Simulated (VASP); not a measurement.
# TaN (I4/mmm) in VASP: notebook

Runs on TaN. Level: r2SCAN. Tasks: single point.

Program: VASP 6.6.1. These are calculated values, not measurements. Logs are shortened: lines on timing, memory, paths and dates and some standing lists are left out, and cuts for length are marked.

### Step 1. The cell of the first run

Symmetry: I4/mmm, No. 139, tetragonal system. The conventional cell has a = 3.082 Å, b = 3.082 Å, c = 4.140 Å, α = 90.00°, β = 90.00°, γ = 90.00°. Ta (site symmetry 4/mmm) has 6 N at 2.07 to 2.18 Å within 2.7 Å. N (site symmetry 4/mmm) has 6 Ta at 2.07 to 2.18 Å within 2.7 Å.

### Step 2. Single point, r2SCAN (strain +0.000 along x and y, -0.050 along z)

The input, POSCAR:

```
TaN
1.0
    0.0000000000      2.1790000000      2.0700500000
    2.1790000000      0.0000000000      2.0700500000
    2.1790000000      2.1790000000      0.0000000000
Ta N
1 1
Direct
    0.5000000000      0.5000000000      0.5000000000
    0.0000000000      0.0000000000      0.0000000000
```

The input, INCAR.step1:

```
SYSTEM = TaN
PREC     = Accurate       ! precision mode
ENCUT    = 520            ! plane-wave cutoff, eV
ISMEAR   = 0              ! smearing method
SIGMA    = 0.15           ! smearing width, eV
LREAL    = .False.        ! projectors in reciprocal space
LASPH    = .True.         ! aspherical terms in the spheres
NELM     = 60             ! most SCF steps
NBANDS   = 15             ! bands
GGA      = PE             ! functional
ALGO     = Normal         ! electronic algorithm
EDIFF    = 1E-4           ! SCF threshold, eV
LWAVE    = .True.         ! write WAVECAR
LCHARG   = .False.        ! write CHGCAR
```

The input, INCAR.step2:

```
SYSTEM = TaN
PREC     = Accurate       ! precision mode
ENCUT    = 520            ! plane-wave cutoff, eV
EDIFF    = 1E-7           ! SCF threshold, eV
ISMEAR   = 0              ! smearing method
SIGMA    = 0.15           ! smearing width, eV
LREAL    = .False.        ! projectors in reciprocal space
LASPH    = .True.         ! aspherical terms in the spheres
NELM     = 60             ! most SCF steps
ALGO     = Normal         ! electronic algorithm
ISIF     = 2              ! what is computed and relaxed
LWAVE    = .False.        ! write WAVECAR
LCHARG   = .False.        ! write CHGCAR
METAGGA  = R2SCAN         ! meta-GGA
LMIXTAU  = .True.       
NBANDS   = 15             ! bands
ISTART   = 1
```

The input, KPOINTS:

```
Automatic mesh
0
Gamma
  18 18 18
  0 0 0
```

Potentials or basis: VASP PAW PBE potentials, release 64 (Ta_pv, N).

Started as:

```sh
> cat potpaw_PBE.64/Ta_pv/POTCAR potpaw_PBE.64/N/POTCAR > POTCAR
> cp INCAR.step1 INCAR
> mpirun -np 1 vasp_std > vasp.out
> cp INCAR.step2 INCAR
> mpirun -np 1 vasp_std > vasp.out
```

OUTCAR:

```text
SYSTEM = TaN
   PREC = Accurate
   ENCUT = 520
   EDIFF = 1E-7
   ISMEAR = 0
   LREAL = .False.
   LASPH = .True.
   NELM = 60
   ISIF = 2
   METAGGA = R2SCAN
   ISTART = 1

 ion  position               nearest neighbor table
   1  0.500  0.500  0.500-   2 2.07   2 2.07   2 2.18   2 2.18   2 2.18   2 2.18
   2  0.000  0.000  0.000-   1 2.07   1 2.07   1 2.18   1 2.18   1 2.18   1 2.18

  LATTYP: Found a body centered tetragonal cell.
 ALAT       =     3.0815713524
 C/A-ratio  =     1.3435028843

  Lattice vectors:

 A1 = (   0.0000000000,  -2.1790000000,  -2.0700500000)
 A2 = (   0.0000000000,   2.1790000000,  -2.0700500000)
 A3 = (   2.1790000000,   0.0000000000,   2.0700500000)

Analysis of symmetry for initial positions (statically):
=====================================================================
 Subroutine PRICEL returns:
 Original cell was already a primitive cell.

 Routine SETGRP: Setting up the symmetry group for a
 body centered tetragonal supercell.

 Subroutine GETGRP returns: Found 16 space group operations
 (whereof 16 operations were pure point group operations)
 out of a pool of 16 trial point group operations.

The static configuration has the point symmetry D_4h.

Analysis of symmetry for dynamics (positions and initial velocities):
=====================================================================
 Subroutine PRICEL returns:
 Original cell was already a primitive cell.

 Routine SETGRP: Setting up the symmetry group for a
 body centered tetragonal supercell.

 Subroutine GETGRP returns: Found 16 space group operations
 (whereof 16 operations were pure point group operations)
 out of a pool of 16 trial point group operations.

The dynamic configuration has the point symmetry D_4h.

 Subroutine INISYM returns: Found 16 space group operations
 (whereof 16 operations are pure point group operations),
 and found     1 'primitive' translations

----------------------------------------------------------------------------------------

                                     Primitive cell

  volume of cell :      19.6574

  direct lattice vectors                    reciprocal lattice vectors
     0.000000000  2.179000000  2.070050000    -0.229463056  0.229463056  0.241540059
     2.179000000  0.000000000  2.070050000     0.229463056 -0.229463056  0.241540059
     2.179000000  2.179000000  0.000000000     0.229463056  0.229463056 -0.241540059

  length of vectors
     3.005519589  3.005519589  3.081571352     0.404534534  0.404534534  0.404534534

  position of ions in fractional coordinates (direct lattice)
     0.500000000  0.500000000  0.500000000
     0.000000000  0.000000000  0.000000000

  ion indices of the primitive-cell ions
   primitive index   ion index
                 1           1
                 2           2

----------------------------------------------------------------------------------------

 KPOINTS: Automatic mesh

Automatic generation of k-mesh.
 Grid dimensions read from file:
 generate k-points for:   18   18   18

 Generating k-lattice:

  Cartesian coordinates                     Fractional coordinates (reciprocal lattice)
    -0.012747948  0.012747948  0.013418892     0.055555556  0.000000000  0.000000000
     0.012747948 -0.012747948  0.013418892     0.000000000  0.055555556  0.000000000
     0.012747948  0.012747948 -0.013418892     0.000000000  0.000000000  0.055555556

  Length of vectors
     0.022474141  0.022474141  0.022474141

  Shift w.r.t. Gamma in fractional coordinates (k-lattice)
     0.000000000  0.000000000  0.000000000

 Subroutine IBZKPT returns following result:
 ===========================================

 Found    480 irreducible k-points:

 Following reciprocal coordinates:
            Coordinates               Weight
  0.000000  0.000000  0.000000      1.000000
  0.055556  0.000000  0.000000      8.000000
  0.111111  0.000000  0.000000      8.000000
  0.166667  0.000000  0.000000      8.000000
  0.222222 -0.000000  0.000000      8.000000
  0.277778  0.000000  0.000000      8.000000
[... 16 lines left out ...]
 -0.277778  0.055556  0.000000      8.000000
 -0.222222  0.055556  0.000000      8.000000
 [... further k-points ...]
   k-points           NKPTS =    480   k-points in BZ     NKDIM =    480   number of bands    NBANDS=     15
   number of dos      NEDOS =    301   number of ions     NIONS =      2
   total plane-waves  NPLWV =  13824
   dimension x,y,z NGX =    24 NGY =   24 NGZ =   24
   dimension x,y,z NGXF=    48 NGYF=   48 NGZF=   48
   ions per type =               1   1
   NGX,Y,Z   is equivalent  to a cutoff of  13.28, 13.28, 12.95 a.u.
   NGXF,Y,Z  is equivalent  to a cutoff of  26.55, 26.55, 25.90 a.u.
 SYSTEM =  TaN
   PREC   = accura    normal or accurate (medium, high low for compatibility)
   ISTART =      1    job   : 0-new  1-cont  2-samecut
   ICHARG =      0    charge: 1-file 2-atom 10-const
   ISPIN  =      1    spin polarized calculation?
   LNONCOLLINEAR =      F non collinear calculations
   LSORBIT =      F    spin-orbit coupling
   LASPH  =      T    aspherical Exc in radial PAW
   ENCUT  =  520.0 eV  38.22 Ry    6.18 a.u.   5.59  5.59  5.73*2*pi/ulx,y,z
   NELM   =     60;   NELMIN=  2; NELMDL=  0     # of ELM steps
   EDIFF  = 0.1E-06   stopping-criterion for ELM
   LREAL  =      F    real-space projection
   EDIFFG = 0.1E-05   stopping-criterion for IOM
   NSW    =      0    number of steps for IOM
   IBRION =     -1    ionic relax: 0-MD 1-quasi-New 2-CG
   NFREE  =      0    steps in history (QN), initial steepest desc. (CG)
   ISIF   =      2    stress and relaxation
   ISYM   =      2    0-nonsym 1-usesym 2-fastsym
   POTIM  = 0.5000    time-step for ionic-motion
   TEBEG  =    0.0;   TEEND  =   0.0 temperature during run
   PSTRESS=    0.0 pullay stress
   NELECT =      16.0000    total number of electrons
   NUPDOWN=      -1.0000    fix difference up-down
   EMIN   =  10.00;   EMAX   =-10.00  energy-range for DOS
   EFERMI =   0.00;   METHOD = LEGACY
   ISMEAR =     0;   SIGMA  =   0.15  broadening in eV -4-tet -1-fermi 0-gaus
   EFERMI_NEDOS =   21; number of points for ismear=-14 and -15
   IALGO  =     38    algorithm
   IMIX   =      4    mixing-type and parameters
     AMIX     =   0.40;   BMIX     =  1.00
     AMIX_MAG =   1.60;   BMIX_MAG =  1.00
  volume/ion in A,a.u.               =       9.83        66.33
  Fermi-wavevector in a.u.,A,eV,Ry     =   1.528527  2.888497 31.788573  2.336394
  Thomas-Fermi vector in A             =   2.636273
   LORBIT       =      0    0 simple, 1 ext, 2 COOP (PROOUT), +10 PAW based schemes
   METAGGA = R2SCAN    functional components
   LHFCALC =     F    Hartree Fock is set to
   AEXX    =    0.0000 exact exchange contribution
   IVDW    =     0    specifies the selected vdW correction
   LEPSILON=     F    determine dielectric tensor
   LRPA    =     F    only Hartree local field effects (RPA)
 non-spin polarized calculation
 Gauss-broadening in eV      SIGMA  =   0.15
  energy-cutoff  :      520.00
  volume of cell :       19.66
 maximum number of plane-waves:       545
   NGX = 11   NGY = 11   NGZ = 11

 number of electron      15.9999997 magnetization

 Free energy of the ion-electron system (eV)
  ---------------------------------------------------
  ext. energy  EPLUGINS =         0.00000000
  ---------------------------------------------------
  free energy    TOTEN  =       -59.35795427 eV

  energy without entropy =      -59.35014467  energy(sigma->0) =      -59.35404947

 E-fermi :  10.5352     XC(G=0): -14.9600

 val. band max:       10.5256685180   @ k =  -0.4444   0.1667   0.0000
 cond. band min:      10.5415656862   @ k =  -0.2778   0.2778   0.0556
 fundamental gap:      0.0158971682
 Fermi energy:        10.5352382305

 k-point     1 :       0.0000    0.0000    0.0000
  band No.  band energies     occupation
      1     -26.4560      2.00000
      2     -26.4560      2.00000
      3     -26.4518      2.00000
      4     -10.1737      2.00000
      5       6.0362      2.00000
      6       6.0362      2.00000
      7       6.3598      2.00000
      8       7.9231      2.00000
      9       7.9231      2.00000
     10       8.5957      2.00000
     11      10.2798      1.98397
     12      10.5475      0.90790
     13      13.6066      0.00000
     14      20.3399      0.00000
     15      20.5665      0.00000

 k-point     2 :       0.0556    0.0000    0.0000
  band No.  band energies     occupation
      1     -26.4943      2.00000
      2     -26.4605      2.00000
      3     -26.4551      2.00000
      4     -10.0831      2.00000
      5       5.6286      2.00000
      6       5.7196      2.00000
      7       6.0161      2.00000
      8       8.0939      2.00000
      9       8.1438      2.00000
     10       8.7114      2.00000
     11      10.6200      0.42440
     12      10.9092      0.00042
     13      13.8509      0.00000
     14      20.3400      0.00000
     15      20.8316      0.00000

 k-point     3 :       0.1111    0.0000    0.0000
  band No.  band energies     occupation
      1     -26.6075      2.00000
      2     -26.4737      2.00000
      3     -26.4603      2.00000
      4      -9.8202      2.00000
      5       4.7125      2.00000
      6       5.0431      2.00000
      7       5.3011      2.00000
      8       8.4812      2.00000
      9       8.5454      2.00000
     10       8.9633      2.00000
     11      11.4836      0.00000
     12      11.8096      0.00000
     13      14.5082      0.00000
     14      20.3399      0.00000
     15      21.5790      0.00000
[... 343 lines left out ...]
 k-point    23 :      -0.2778    0.0556    0.0000
  band No.  band energies     occupation
      1     -27.2251      2.00000
      2     -26.5395      2.00000
      3     -26.5381      2.00000
      4      -8.1741      2.00000
      5       1.1181      2.00000
      6       2.7187      2.00000
      7       3.3052      2.00000
      8       9.9134      2.00000
      9      10.3055      1.96968
     10      11.4369      0.00000
     11      15.8726      0.00000
     12      16.2049      0.00000
     13      16.5937      0.00000
     14      20.3390      0.00000
     15      24.1639      0.00000

 k-point    24 :      -0.2222    0.0556    0.0000
  band No.  band energies     occupation
      1     -27.0272      2.00000
      2     -26.5278      2.00000
      3     -26.5127      2.00000
      4      -8.7401      2.00000
      5       2.0554      2.00000
      6       3.2402      2.00000
      7       3.9540      2.00000
      8       9.3654      2.00000
      9       9.5143      2.00000
     10      10.7856      0.01824
     11      14.6156      0.00000
     12      14.9748      0.00000
     13      15.9733      0.00000
     14      20.3395      0.00000
     15      24.0845      0.00000

 [... further k-points ...]

------------------------ aborting loop because EDIFF is reached ----------------------------------------

  FORCE on cell =-STRESS in cart. coord.  units (eV):
  Direction    XX          YY          ZZ          XY          YZ          ZX
  --------------------------------------------------------------------------------------
  -------------------------------------------------------------------------------------
  Total        2.6089750      2.6089750      8.6398678      0.0000000      0.0000000      0.0000000
  in kB      212.6450169    212.6450169    704.1941074      0.0000000      0.0000000      0.0000000
  external PRESSURE =     376.4947137 kB  Pullay stress =       0.0000000 kB

 VOLUME and BASIS-vectors are now :
 -----------------------------------------------------------------------------
  energy-cutoff  :      520.00
  volume of cell :       19.66
      direct lattice vectors                 reciprocal lattice vectors
     0.000000000  2.179000000  2.070050000    -0.229463056  0.229463056  0.241540059
     2.179000000  0.000000000  2.070050000     0.229463056 -0.229463056  0.241540059
     2.179000000  2.179000000  0.000000000     0.229463056  0.229463056 -0.241540059

 POSITION                                       TOTAL-FORCE (eV/Angst)
 -----------------------------------------------------------------------------------
      2.17900      2.17900      2.07005         0.000000      0.000000      0.000000
      0.00000      0.00000      0.00000        -0.000000     -0.000000     -0.000000
 -----------------------------------------------------------------------------------
    total drift:                                0.000000     -0.000000     -0.000000

  FREE ENERGIE OF THE ION-ELECTRON SYSTEM (eV)
  ---------------------------------------------------
  free  energy   TOTEN  =       -59.3579542668 eV

  energy  without entropy=      -59.3501446703  energy(sigma->0) =      -59.35404947
```

Run time: 5.4 min. Hardware: 1 thread of Intel Xeon Platinum 8259CL at 2.50GHz (Skylake/Cascade Lake), shared host; peak memory 0.26 GiB.

What came out:

| Item | Value |
| --- | --- |
| Free energy | -59.3580 eV |
| Pressure | 37.6 GPa |
| Band gap on the k mesh | zero (bands 8 and 9 overlap by 4.51 eV) |

Stress tensor (GPa, compression positive):
```
21.26  0.00  0.00
 0.00 21.26  0.00
 0.00  0.00 70.42
```

Caveat: the cell differs from its parent crystal (strain +0.000 along x and y, -0.050 along z); the stress differs along the axes, from 21 to 70 GPa; the PAW data sets were made with another functional, which shifts forces and pressure a little; spin-orbit coupling is left out, which moves the levels of the heavy elements.

### Step 3. Single point, r2SCAN (strain +0.025 along x and y, -0.050 along z)

The input, POSCAR:

```
TaN
1.0
    0.0000000000      2.2334750000      2.0700500000
    2.2334750000      0.0000000000      2.0700500000
    2.2334750000      2.2334750000      0.0000000000
Ta N
1 1
Direct
    0.5000000000      0.5000000000      0.5000000000
    0.0000000000      0.0000000000      0.0000000000
```

The input, INCAR.step1:

```
PREC = Accurate
ENCUT = 520
ISMEAR = 0
SIGMA = 0.15
LREAL = F
LASPH = T
NELM = 100
NBANDS = 15
GGA = PE
ALGO = Normal
EDIFF = 1E-4
LWAVE = T
LCHARG = F
```

The input, INCAR.step2:

```
PREC = Accurate
ENCUT = 520
EDIFF = 1E-7
ISMEAR = 0
SIGMA = 0.15
LREAL = F
LASPH = T
NELM = 100
ALGO = Normal
ISIF = 2
LWAVE = F
LCHARG = F
METAGGA = R2SCAN
LMIXTAU = T
NBANDS = 15
ISTART = 1
```

The input, KPOINTS:

```
regular mesh
0
Gamma
  18 18 18
```

Potentials or basis: VASP PAW PBE potentials, release 64 (Ta_pv, N).

Started as:

```sh
> cat potpaw_PBE.64/Ta_pv/POTCAR potpaw_PBE.64/N/POTCAR > POTCAR
> cp INCAR.step1 INCAR
> mpirun -np 1 vasp_std > vasp.out
> cp INCAR.step2 INCAR
> mpirun -np 1 vasp_std > vasp.out
```

It took 9 min on 1 thread of Intel Xeon 8259CL, shared host; peak memory 0.27 GiB.

It converged, with:

```yaml
Free_energy: -59.4157 eV
Pressure: 18.2 GPa
Band_gap_on_the_k_mesh: zero (bands 8 and 9 overlap by 4.27 eV)
```

Stress tensor (GPa, compression positive):
```
-1.44  0.00  0.00
 0.00 -1.44  0.00
 0.00  0.00 57.36
```

Levels at points of the mesh, in eV from the Fermi level:
```
           k point  band 6  band 7  band 8  band 9  band 10  band 11
(0.00, 0.00, 0.00)   -4.38   -3.96   -2.52   -2.52    -1.59    -0.40
(0.50, 0.00, 0.00)   -8.32   -8.29    1.62    2.42     2.46     4.11
(0.50, 0.50, 0.00)   -5.95   -5.35   -5.35    2.43     3.70     3.70
(0.50, 0.00, 0.50)   -5.73   -5.11   -4.72    1.91     3.20     4.14
```

Caveat: the cell differs from its parent crystal (strain +0.025 along x and y, -0.050 along z); the stress differs along the axes, from -1 to 57 GPa; the PAW data sets were made with another functional, which shifts forces and pressure a little; spin-orbit coupling is left out, which moves the levels of the heavy elements.

(Part 1 of 2 ends here.)
